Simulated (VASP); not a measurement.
GaN:

```xyz
2
Lattice="0.0638 2.2490 2.2490 2.2490 0.0638 2.2490 2.3127 2.3127 0.0000" Properties=species:S:1:pos:R:3 pbc="T T T"
Ga    0.0000    0.0000    0.0185
N     1.1564    1.1564    1.1060
```

This cell differs from its parent crystal: shear xy strain +5.7%.

Base run:

- Program: VASP 6.6.1
- Functional: PBE
- Potentials or basis: VASP PAW PBE potentials, release 64 (Ga_d, N)
- Cutoff: 520 eV
- k mesh: 10 × 10 × 10
- Occupations: fermi-dirac, width 0.02 eV
- Spin: no spin polarisation

Its results: band gap on the k mesh 1.51 eV, direct; pressure 6.4 GPa; largest force 0.038 eV/Å.

Q: The run is repeated on the same cell with these changes: functional from PBE to r2SCAN; occupations from fermi-dirac, width 0.02 eV to gaussian, width 0.01 eV. What comes out?

A: Band gap on the k mesh 1.90 eV, direct; pressure 1.2 GPa; largest force 0.016 eV/Å.

Caveats: the PAW data sets were made with another functional, which shifts forces and pressure a little (some runs).

